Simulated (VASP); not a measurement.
Set up this calculation in VASP 6.6.1, as the native input.

| Item | Value |
| --- | --- |
| Task | single point |
| Functional | r2SCAN |
| Potentials or basis | VASP PAW PBE potentials, release 64 (Ni, O) |
| Cutoff | 520 eV |
| k mesh | 10 × 10 × 8 |
| Occupations | gaussian, width 0.02 eV |
| Spin | collinear spin, ferromagnetic start |
| Starting moments | [1.84, 1.84, 0.31, 0.31] μB |
| Dipole correction | no |
| Further INCAR settings | ALGO = Normal; EDIFF = 1e-06; NBANDS = 28 |

NiO:

```
Ni O
1.0
     2.05241    2.05241    0.00000
    -2.05241    2.05241    0.00000
     0.00000    0.00000    4.24829
Ni O
2 2
Direct
  0.00000 0.00000 0.00000
  0.50000 0.50000 0.50000
  0.50000 0.50000 0.00000
  0.00000 0.00000 0.50000
```

This cell differs from its parent crystal: biaxial strain in the a-b plane: -2.0 %, then relaxed in part.

One way to write it, as run:

POSCAR

```
NiO
1.0
    2.0524125271      2.0524125271      0.0000000000
   -2.0524125271      2.0524125271      0.0000000000
    0.0000000000      0.0000000000      4.2482948100
Ni O
2 2
Direct
    0.0000000000      0.0000000000      0.0000000000
    0.5000000000      0.5000000000      0.5000000000
    0.5000000000      0.5000000000      0.0000000000
    0.0000000000      0.0000000000      0.5000000000
```

INCAR.step1

```
  PREC = Accurate
  ENCUT = 520
  ISMEAR = 0
  SIGMA = 0.02
  LREAL = F
  LASPH = T
  NELM = 150
  ISPIN = 2
  MAGMOM = 1.84 1.84 0.31 0.31
  LMAXMIX = 4
  NBANDS = 28
  GGA = PE
  ALGO = Normal
  EDIFF = 1E-4
  LWAVE = T
  LCHARG = F
```

INCAR.step2

```
  PREC = Accurate
  ENCUT = 520
  EDIFF = 1E-6
  ISMEAR = 0
  SIGMA = 0.02
  LREAL = F
  LASPH = T
  NELM = 150
  ALGO = Normal
  ISIF = 2
  LWAVE = F
  LCHARG = F
  ISPIN = 2
  MAGMOM = 1.84 1.84 0.31 0.31
  LORBIT = 11
  LMAXMIX = 4
  METAGGA = R2SCAN
  LMIXTAU = T
  NBANDS = 28
  ISTART = 1
```

KPOINTS

```
regular mesh
0
Gamma
  10 10 8
```

Potentials or basis: VASP PAW PBE potentials, release 64 (Ni, O).

Run with:

```console
$ cat potpaw_PBE.64/Ni/POTCAR potpaw_PBE.64/O/POTCAR > POTCAR
$ cp INCAR.step1 INCAR
$ mpirun -np 1 vasp_std > vasp.out
$ cp INCAR.step2 INCAR
$ mpirun -np 1 vasp_std > vasp.out
```

Results of the run:

```
Pressure                                              : 6.5 GPa
Band gap on the k mesh                                : 0.41 eV
Net moment                                            : 4.00 μB per cell
Site moments                                          : Ni +1.69; O +0.28 μB
Valence electrons inside the program's atomic spheres : Ni 8.97; O 5.06
```

Caveat: the cell differs from its parent crystal (biaxial strain in the a-b plane: -2.0 %, then relaxed in part); the cell stands under pressure; the PAW data sets were made with another functional, which shifts forces and pressure a little.

Run time: 6.5 min on 1 thread of AMD EPYC 9R45 96-Core Processor (Zen 5), with other jobs on the host, peak memory 0.24 GiB.
